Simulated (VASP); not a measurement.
Input of a VASP 6.6.1 run:

The input INCAR:

```
SYSTEM = Ga
  ALGO = Normal
  EDIFF = 1E-6
  ENCUT = 500
  GGA = PE
  GGA_COMPAT = .FALSE.
  ISIF = 2
  ISMEAR = 0
  LASPH = .TRUE.
  LCHARG = .FALSE.
  LREAL = .FALSE.
  LWAVE = .FALSE.
  NBANDS = 12
  NELM = 120
  PREC = Accurate
  SIGMA = 0.1
```

File KPOINTS:

```
k-points
0
G
  8 8 8
  0 0 0
```

File POSCAR:

```
Ga
1.0
    0.0000000000      2.1183434220      2.1183434220
    2.1183434220      0.0000000000      2.1183434220
    2.1183434220      2.1183434220      0.0000000000
Ga
1
Direct
    0.0000000000      0.0000000000      0.0000000000
```

Potentials or basis: VASP PAW PBE potentials, release 64 (Ga_d).

Launch:

```console
$ cat potpaw_PBE.64/Ga_d/POTCAR > POTCAR
$ mpirun -np 1 vasp_std > vasp.out
```

Question: Predict the pressure.

Answer: 0.1 GPa.
